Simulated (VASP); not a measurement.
Here is a VASP 6.6.1 calculation.

INCAR

```
ALGO     = Normal         # electronic algorithm
EDIFF    = 1E-6           # SCF threshold, eV
ENCUT    = 520            # plane-wave cutoff, eV
GGA      = PS             # functional
ISIF     = 2              # what is computed and relaxed
ISMEAR   = 0              # smearing method
LASPH    = True           # aspherical terms in the spheres
LCHARG   = True           # write CHGCAR
LELF     = True           # ELF
LREAL    = False          # projectors in reciprocal space
LVHAR    = True         
LWAVE    = False          # write WAVECAR
NBANDS   = 16             # bands
NELM     = 100            # most SCF steps
PREC     = Accurate       # precision mode
SIGMA    = 0.15           # smearing width, eV
```

KPOINTS

```
k-points
0
Gamma
  16 16 16
```

POSCAR

```
InSb
1.0
    0.1597690050      3.1554378485      3.1554378485
    3.1554378485      0.1597690050      3.1554378485
    3.1554378485      3.1554378485      0.1597690050
In Sb
1 1
Direct
    0.0000000000      0.0000000000      0.0000000000
    0.5000000000      0.5000000000      0.5000000000
```

Potentials or basis: VASP PAW PBE potentials, release 64 (In_d, Sb).

Command:

```console
$ cat potpaw_PBE.64/In_d/POTCAR potpaw_PBE.64/Sb/POTCAR > POTCAR
$ mpirun -np 1 vasp_std > vasp.out
```

Task: Predict the pressure.

Result: -2.7 GPa.

Task: Predict the band gap on the k mesh.

Result: Zero (band 9 reaches 7.22 eV, above the bottom of band 10 at 4.66 eV).

Stress tensor (GPa, compression positive):
```
-2.75 -0.37 -0.37
-0.37 -2.75 -0.37
-0.37 -0.37 -2.75
```

Caveat: the PAW data sets were made with another functional, which shifts forces and pressure a little; spin-orbit coupling is left out, which moves the levels of the heavy elements.
